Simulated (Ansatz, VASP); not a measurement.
One calculation of HfB, two programs

The input INCAR:

```
SYSTEM = HfB
  PREC = Accurate
  ENCUT = 500
  EDIFF = 1E-6
  ISMEAR = 0
  SIGMA = 0.05
  LREAL = .False.
  LASPH = .True.
  NELM = 120
  ALGO = Normal
  ISIF = 2
  LWAVE = .False.
  LCHARG = .False.
  GGA = RE
  NBANDS = 14
  GGA_COMPAT = .False.
```

File KPOINTS:

```
Automatic mesh
0
Gamma
  8 8 8
  0 0 0
```

Contents of POSCAR:

```
HfB
1.0
    0.0000000000      2.4309132534      2.4309132534
    2.4309132534      0.0000000000      2.4309132534
    2.4309132534      2.4309132534      0.0000000000
Hf B
1 1
Direct
    0.5000000000      0.5000000000      0.5000000000
    0.0000000000      0.0000000000      0.0000000000
```

Input for Ansatz:

```yaml
crystal:
  lattice:
    - [0.0, 2.4309132534, 2.4309132534]
    - [2.4309132534, 0.0, 2.4309132534]
    - [2.4309132534, 2.4309132534, 0.0]
  atoms:
    - { symbol: Hf, position: [0.5, 0.5, 0.5] }
    - { symbol: B, position: [0.0, 0.0, 0.0] }
basis:
  ecutwfc: 420
  ecutrho_ratio: 4
kpoints:
  mp_grid: { grid: [8, 8, 8] }
hamiltonian:
  xc: revpbe
scf:
  occupations: { method: gaussian, width: 0.05 }
output:
  forces: true
  stress: true
  eigenvalues: true
```

Alike in both runs: task single point; functional revPBE; k mesh 8 × 8 × 8; occupations gaussian, width 0.05 eV; no spin polarisation.

|  | VASP | Ansatz |
| --- | --- | --- |
| version | VASP 6.6.1 | Ansatz 0.2.0 |
| potentials or method | VASP PAW PBE potentials, release 64 (Hf_pv, B), cutoff 500 eV | scalar-relativistic, plane waves, PAW |
| valence electrons in the cell | 13 | 29 |

|  | VASP | Ansatz | Ansatz less VASP |
| --- | --- | --- | --- |
| gap on the k mesh at the Fermi level (eV) | none | none | - |
| pressure (GPa) | -0.4 | -0.4 | -0.02 |

VASP's potentials were made for PBE, not for revPBE. A gap of «none» marks a metal or a gap that the smearing closes. The functional is the same, so the differences come from potentials, cutoffs and numerics. VASP's potentials hold 13 valence electrons a cell and Ansatz's 29, so a difference there can come from the potentials and not from the codes.

Spin-orbit coupling is off throughout.
